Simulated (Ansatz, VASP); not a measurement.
One calculation of Te2Mo, two programs

```
Te Mo
1.0
     3.47100    0.00000    0.00000
    -1.73550    3.00597    0.00000
     0.00000    0.00000   30.20654
Te Mo
6 3
Direct
  0.00132 0.00096 0.94052
  0.38153 0.70195 0.71289
  0.28645 0.63234 0.16825
  0.38022 0.70099 0.83175
  0.28513 0.63138 0.28711
  0.99868 0.99904 0.05948
  0.04743 0.03472 0.77222
  0.95257 0.96528 0.22778
  0.33333 0.66667 0.00000
```

Change from the starting cell: mode 4 (14.1 1/cm) frozen in, largest displacement +0.150 Å.

Alike in both runs: task single point; functional LDA; k mesh 12 × 12 × 1; occupations gaussian, width 0.05 eV; no spin polarisation.

|  | VASP | Ansatz |
| --- | --- | --- |
| version | VASP 6.6.1 | Ansatz 0.2.0 |
| potentials or method | VASP PAW LDA potentials, release 64 (Te, Mo_sv), cutoff 520 eV | scalar-relativistic, plane waves, PAW |
| valence electrons in the cell | 78 | 138 |

Ansatz gave:

- gap on the k mesh at the Fermi level (eV): 0.83
- least direct gap on the mesh (eV): 1.15
- rms of the force components (eV/Å): 0.007

Question: What did VASP give for the same quantities?

Answer: gap on the k mesh at the Fermi level (eV): 0.82; least direct gap on the mesh (eV): 1.15; rms of the force components (eV/Å): 0.026.

LDA's correlation is that of Perdew and Zunger in VASP and of Perdew and Wang (1992) in Ansatz. Atom by atom the forces differ by 0.027 eV/Å (rms over components). VASP's potentials hold 78 valence electrons a cell and Ansatz's 138, so a difference there can come from the potentials and not from the codes.

Spin-orbit coupling is off throughout.
